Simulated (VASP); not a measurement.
# SrO (Fm-3m) in VASP: a series of runs

Aim: see how the results for SrO move with the level of theory and the settings. Levels: PBEsol, r2SCAN. Tasks: single point.

Everything below comes from runs of VASP 6.6.1. Logs are shortened: lines on timing, memory, paths and dates and some standing lists are left out, and cuts for length are marked.

### Step 1. The cell of the first run

Symmetry: Fm-3m, No. 225, cubic system. Conventional cell: a = 5.200 Å, b = 5.200 Å, c = 5.200 Å, α = 90.00°, β = 90.00°, γ = 90.00°. Sr (site symmetry m-3m) has 6 O at 2.60 Å within 3.4 Å. O (site symmetry m-3m) has 6 Sr at 2.60 Å within 3.4 Å.

### Step 2. Single point, PBEsol (volume scaled by 1.04)

INCAR

```
PREC     = Accurate       # precision mode
ENCUT    = 520            # plane-wave cutoff, eV
EDIFF    = 1E-6           # SCF threshold, eV
ISMEAR   = -1             # smearing method
SIGMA    = 0.05           # smearing width, eV
LREAL    = False          # projectors in reciprocal space
LASPH    = True           # aspherical terms in the spheres
NELM     = 100            # most SCF steps
ALGO     = Normal         # electronic algorithm
ISIF     = 2              # what is computed and relaxed
LWAVE    = False          # write WAVECAR
LCHARG   = False          # write CHGCAR
GGA      = PS             # functional
NBANDS   = 15             # bands
```

KPOINTS

```
regular mesh
0
Gamma
  9 9 9
```

POSCAR

```
SrO
1.0
    0.0000000000      2.6000709780      2.6000709780
    2.6000709780      0.0000000000      2.6000709780
    2.6000709780      2.6000709780      0.0000000000
Sr O
1 1
Direct
    0.5000000000      0.5000000000      0.5000000000
    0.0000000000      0.0000000000      0.0000000000
```

Potentials or basis: VASP PAW PBE potentials, release 64 (Sr_sv, O).

Command:

```
> cat potpaw_PBE.64/Sr_sv/POTCAR potpaw_PBE.64/O/POTCAR > POTCAR
> mpirun -np 1 vasp_std > vasp.out
```

OUTCAR:

```text
PREC = Accurate
   ENCUT = 520
   EDIFF = 1E-6
   ISMEAR = -1
   LREAL = False
   LASPH = True
   NELM = 100
   ISIF = 2
   GGA = PS

 ion  position               nearest neighbor table
   1  0.500  0.500  0.500-   2 2.60   2 2.60   2 2.60   2 2.60   2 2.60   2 2.60
   2  0.000  0.000  0.000-   1 2.60   1 2.60   1 2.60   1 2.60   1 2.60   1 2.60

  LATTYP: Found a face centered cubic cell.
 ALAT       =     5.2001419560

  Lattice vectors:

 A1 = (   0.0000000000,   2.6000709780,   2.6000709780)
 A2 = (   2.6000709780,   0.0000000000,   2.6000709780)
 A3 = (   2.6000709780,   2.6000709780,   0.0000000000)

Analysis of symmetry for initial positions (statically):
=====================================================================
 Subroutine PRICEL returns:
 Original cell was already a primitive cell.

 Routine SETGRP: Setting up the symmetry group for a
 face centered cubic supercell.

 Subroutine GETGRP returns: Found 48 space group operations
[... 9 lines left out ...]

 Routine SETGRP: Setting up the symmetry group for a
 face centered cubic supercell.

 Subroutine GETGRP returns: Found 48 space group operations
[... 11 lines left out ...]
                                     Primitive cell

  volume of cell :      35.1549

  direct lattice vectors                    reciprocal lattice vectors
     0.000000000  2.600070978  2.600070978    -0.192302443  0.192302443  0.192302443
     2.600070978  0.000000000  2.600070978     0.192302443 -0.192302443  0.192302443
     2.600070978  2.600070978  0.000000000     0.192302443  0.192302443 -0.192302443

  length of vectors
     3.677055640  3.677055640  3.677055640     0.333077601  0.333077601  0.333077601

  position of ions in fractional coordinates (direct lattice)
     0.500000000  0.500000000  0.500000000
     0.000000000  0.000000000  0.000000000

  ion indices of the primitive-cell ions
   primitive index   ion index
                 1           1
                 2           2

----------------------------------------------------------------------------------------

 KPOINTS: regular mesh

Automatic generation of k-mesh.
 Grid dimensions read from file:
 generate k-points for:    9    9    9

 Generating k-lattice:

  Cartesian coordinates                     Fractional coordinates (reciprocal lattice)
    -0.021366938  0.021366938  0.021366938     0.111111111  0.000000000  0.000000000
     0.021366938 -0.021366938  0.021366938     0.000000000  0.111111111  0.000000000
     0.021366938  0.021366938 -0.021366938     0.000000000  0.000000000  0.111111111

  Length of vectors
     0.037008622  0.037008622  0.037008622

  Shift w.r.t. Gamma in fractional coordinates (k-lattice)
     0.000000000  0.000000000  0.000000000

 Subroutine IBZKPT returns following result:
 ===========================================

 Found     35 irreducible k-points:

 Following reciprocal coordinates:
            Coordinates               Weight
  0.000000  0.000000  0.000000      1.000000
  0.111111  0.000000  0.000000      8.000000
  0.222222  0.000000  0.000000      8.000000
  0.333333  0.000000  0.000000      8.000000
  0.444444  0.000000  0.000000      8.000000
  0.111111  0.111111  0.000000      6.000000
[... 16 lines left out ...]
 -0.333333  0.333333  0.000000     12.000000
  0.444444  0.444444  0.000000      6.000000
 [... further k-points ...]
   k-points           NKPTS =     35   k-points in BZ     NKDIM =     35   number of bands    NBANDS=     15
   number of dos      NEDOS =    301   number of ions     NIONS =      2
   total plane-waves  NPLWV =  21952
   dimension x,y,z NGX =    28 NGY =   28 NGZ =   28
   dimension x,y,z NGXF=    56 NGYF=   56 NGZF=   56
   ions per type =               1   1
   NGX,Y,Z   is equivalent  to a cutoff of  12.66, 12.66, 12.66 a.u.
   NGXF,Y,Z  is equivalent  to a cutoff of  25.32, 25.32, 25.32 a.u.
 SYSTEM =  unknown system
   PREC   = accura    normal or accurate (medium, high low for compatibility)
   ISTART =      0    job   : 0-new  1-cont  2-samecut
   ICHARG =      2    charge: 1-file 2-atom 10-const
   ISPIN  =      1    spin polarized calculation?
   LNONCOLLINEAR =      F non collinear calculations
   LSORBIT =      F    spin-orbit coupling
   LASPH  =      T    aspherical Exc in radial PAW
   ENCUT  =  520.0 eV  38.22 Ry    6.18 a.u.   6.84  6.84  6.84*2*pi/ulx,y,z
   NELM   =    100;   NELMIN=  2; NELMDL= -5     # of ELM steps
   EDIFF  = 0.1E-05   stopping-criterion for ELM
   LREAL  =      F    real-space projection
   EDIFFG = 0.1E-04   stopping-criterion for IOM
   NSW    =      0    number of steps for IOM
   IBRION =     -1    ionic relax: 0-MD 1-quasi-New 2-CG
   NFREE  =      0    steps in history (QN), initial steepest desc. (CG)
   ISIF   =      2    stress and relaxation
   ISYM   =      2    0-nonsym 1-usesym 2-fastsym
   POTIM  = 0.5000    time-step for ionic-motion
   TEBEG  =    0.0;   TEEND  =   0.0 temperature during run
   PSTRESS=    0.0 pullay stress
   NELECT =      16.0000    total number of electrons
   NUPDOWN=      -1.0000    fix difference up-down
   EMIN   =  10.00;   EMAX   =-10.00  energy-range for DOS
   EFERMI =   0.00;   METHOD = LEGACY
   ISMEAR =    -1;   SIGMA  =   0.05  broadening in eV -4-tet -1-fermi 0-gaus
   EFERMI_NEDOS =   21; number of points for ismear=-14 and -15
   IALGO  =     38    algorithm
   IMIX   =      4    mixing-type and parameters
     AMIX     =   0.40;   BMIX     =  1.00
     AMIX_MAG =   1.60;   BMIX_MAG =  1.00
  volume/ion in A,a.u.               =      17.58       118.62
  Fermi-wavevector in a.u.,A,eV,Ry     =   1.259272  2.379679 21.575663  1.585767
  Thomas-Fermi vector in A             =   2.392840
   LORBIT       =      0    0 simple, 1 ext, 2 COOP (PROOUT), +10 PAW based schemes
   GGA     = PS    functional components
   LHFCALC =     F    Hartree Fock is set to
   AEXX    =    0.0000 exact exchange contribution
   IVDW    =     0    specifies the selected vdW correction
   LEPSILON=     F    determine dielectric tensor
   LRPA    =     F    only Hartree local field effects (RPA)
 non-spin polarized calculation
  energy-cutoff  :      520.00
  volume of cell :       35.15
 maximum number of plane-waves:       958
   NGX = 13   NGY = 13   NGZ = 13

 number of electron      16.0000000 magnetization

 Free energy of the ion-electron system (eV)
  ---------------------------------------------------
  ext. energy  EPLUGINS =         0.00000000
  ---------------------------------------------------
  free energy    TOTEN  =       -12.62650659 eV

  energy without entropy =      -12.62650659  energy(sigma->0) =      -12.62650659

 E-fermi :   2.4072     XC(G=0): -10.1165

 val. band max:        1.3328738082   @ k =   0.0000   0.0000   0.0000
 cond. band min:       4.5671313282   @ k =   0.4444   0.4444   0.0000
 fundamental gap:      3.2342575200
 Fermi energy:         2.4071648344

 k-point     1 :       0.0000    0.0000    0.0000
  band No.  band energies     occupation
      1     -31.0227      2.00000
      2     -13.6221      2.00000
      3     -12.7088      2.00000
      4     -12.7088      2.00000
      5     -12.7088      2.00000
      6       1.3329      2.00000
      7       1.3329      2.00000
      8       1.3329      2.00000
      9       4.9236      0.00000
     10       7.4232      0.00000
     11       7.4232      0.00000
     12       7.4232      0.00000
     13       9.5419      0.00000
     14       9.5419      0.00000
     15      13.6574      0.00000

 k-point     2 :       0.1111    0.0000    0.0000
  band No.  band energies     occupation
      1     -31.0086      2.00000
      2     -13.9312      2.00000
      3     -12.7181      2.00000
      4     -12.7181      2.00000
      5     -12.4348      2.00000
      6       0.9552      2.00000
      7       1.1815      2.00000
      8       1.1815      2.00000
      9       5.4905      0.00000
     10       7.2862      0.00000
     11       7.6597      0.00000
     12       7.6597      0.00000
     13       9.8528      0.00000
     14       9.8528      0.00000
     15      14.4489      0.00000

 k-point     3 :       0.2222    0.0000    0.0000
  band No.  band energies     occupation
      1     -30.9728      2.00000
      2     -14.4301      2.00000
      3     -12.7414      2.00000
      4     -12.7414      2.00000
      5     -12.0253      2.00000
      6       0.2293      2.00000
      7       0.8324      2.00000
      8       0.8324      2.00000
      9       6.7450      0.00000
     10       7.1911      0.00000
     11       8.3172      0.00000
     12       8.3172      0.00000
     13      10.6585      0.00000
     14      10.6585      0.00000
     15      16.2082      0.00000

 k-point     4 :       0.3333    0.0000    0.0000
  band No.  band energies     occupation
      1     -30.9315      2.00000
      2     -14.8432      2.00000
      3     -12.7675      2.00000
      4     -12.7675      2.00000
      5     -11.7141      2.00000
      6      -0.4142      2.00000
      7       0.4810      2.00000
      8       0.4810      2.00000
      9       7.3433      0.00000
     10       8.1868      0.00000
     11       9.2021      0.00000
     12       9.2021      0.00000
     13      11.7172      0.00000
     14      11.7172      0.00000
     15      16.7247      0.00000
[... 307 lines left out ...]
 k-point    22 :      -0.4444    0.3333    0.0000
  band No.  band energies     occupation
      1     -30.8695      2.00000
      2     -14.3574      2.00000
      3     -13.3717      2.00000
      4     -12.9651      2.00000
      5     -12.3263      2.00000
      6       0.4488      2.00000
      7       0.7511      2.00000
      8       0.8334      2.00000
      9       5.7559      0.00000
     10       9.0630      0.00000
     11       9.8504      0.00000
     12      11.3060      0.00000
     13      12.0426      0.00000
     14      13.9298      0.00000
     15      14.1875      0.00000

 k-point    23 :      -0.3333    0.3333    0.0000
  band No.  band energies     occupation
      1     -30.8729      2.00000
      2     -14.5765      2.00000
      3     -13.3444      2.00000
      4     -12.8983      2.00000
      5     -12.0399      2.00000
      6       0.0148      2.00000
      7       0.5537      2.00000
      8       0.8091      2.00000
      9       6.8487      0.00000
     10       8.3088      0.00000
     11      10.0183      0.00000
     12      10.7037      0.00000
     13      12.3749      0.00000
     14      13.5896      0.00000
     15      15.8649      0.00000

 k-point    24 :       0.4444    0.4444    0.0000
  band No.  band energies     occupation
      1     -30.8697      2.00000
      2     -13.9102      2.00000
      3     -13.2162      2.00000
      4     -13.0373      2.00000
      5     -13.0373      2.00000
      6       0.7380      2.00000
      7       1.2170      2.00000
      8       1.2170      2.00000
      9       4.5671      0.00000
     10       8.7075      0.00000
     11      11.2374      0.00000
     12      11.2734      0.00000
     13      12.0418      0.00000
     14      12.0418      0.00000
     15      14.8818      0.00000

 [... further k-points ...]
[... 5 lines left out ...]
  --------------------------------------------------------------------------------------
  -------------------------------------------------------------------------------------
  Total       -0.7260884     -0.7260884     -0.7260884      0.0000000     -0.0000000      0.0000000
  in kB      -33.0913492    -33.0913492    -33.0913492      0.0000000     -0.0000000      0.0000000
  external PRESSURE =     -33.0913492 kB  Pullay stress =       0.0000000 kB

 VOLUME and BASIS-vectors are now :
 -----------------------------------------------------------------------------
  energy-cutoff  :      520.00
  volume of cell :       35.15
      direct lattice vectors                 reciprocal lattice vectors
     0.000000000  2.600070978  2.600070978    -0.192302443  0.192302443  0.192302443
     2.600070978  0.000000000  2.600070978     0.192302443 -0.192302443  0.192302443
     2.600070978  2.600070978  0.000000000     0.192302443  0.192302443 -0.192302443

 POSITION                                       TOTAL-FORCE (eV/Angst)
 -----------------------------------------------------------------------------------
      2.60007      2.60007      2.60007        -0.000000      0.000000      0.000000
      0.00000      0.00000      0.00000         0.000000      0.000000     -0.000000
 -----------------------------------------------------------------------------------
    total drift:                                0.000000      0.000000      0.000000

  FREE ENERGIE OF THE ION-ELECTRON SYSTEM (eV)
  ---------------------------------------------------
  free  energy   TOTEN  =       -12.6265065855 eV

  energy  without entropy=      -12.6265065855  energy(sigma->0) =      -12.62650659
```

It took 40 s on 1 thread of Intel Xeon 6975P-C, shared host; peak memory 0.17 GiB.

Results:

* Free energy: -12.6265 eV
* Pressure: -3.3 GPa
* Band gap on the k mesh: 3.23 eV, indirect (least direct gap 3.35 eV)

Levels at points of the mesh, in eV from the valence-band top:
```tsv
k point	band 6	band 7	band 8	band 9	band 10	band 11
(0.00, 0.00, 0.00)	0.00	0.00	0.00	3.59	6.09	6.09
```

Caveat: the PAW data sets were made with another functional, which shifts forces and pressure a little. A k mesh can miss the band edges.

[end of part 1 of 3]
